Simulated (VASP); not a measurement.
Y: single point with r2SCAN

The system is Y.

```
CELL_PARAMETERS angstrom
0.00000 2.60047 2.60047
2.60047 0.00000 2.60047
2.60047 2.60047 0.00000
ATOMIC_POSITIONS crystal
Y 0.00000 0.00000 0.00000
```

This cell differs from its parent crystal: volume scaled by 1.06.

* Program: VASP 6.6.1
* Task: single point
* Functional: r2SCAN
* Potentials or basis: VASP PAW PBE potentials, release 64 (Y_sv)
* Cutoff: 520 eV
* k mesh: 14 × 14 × 14
* Occupations: gaussian, width 0.1 eV
* Spin: no spin polarisation

* Pressure: -1.9 GPa

Levels at points of the mesh, in eV from the Fermi level:
```tsv
k point	band 3	band 4	band 5	band 6	band 7	band 8
(0.00, 0.00, 0.00)	-23.47	-23.47	-4.88	1.96	1.96	1.96
(0.50, 0.00, 0.00)	-23.53	-23.53	-1.91	0.24	1.80	1.80
(0.50, 0.50, 0.00)	-23.63	-23.63	-1.62	-0.70	1.70	5.26
```

It took 88 s on 1 thread of Intel(R) Xeon(R) 6975P-C (Granite Rapids), with other jobs on the host, peak memory 0.21 GiB.

Caveat: the PAW data sets were made with another functional, which shifts forces and pressure a little.
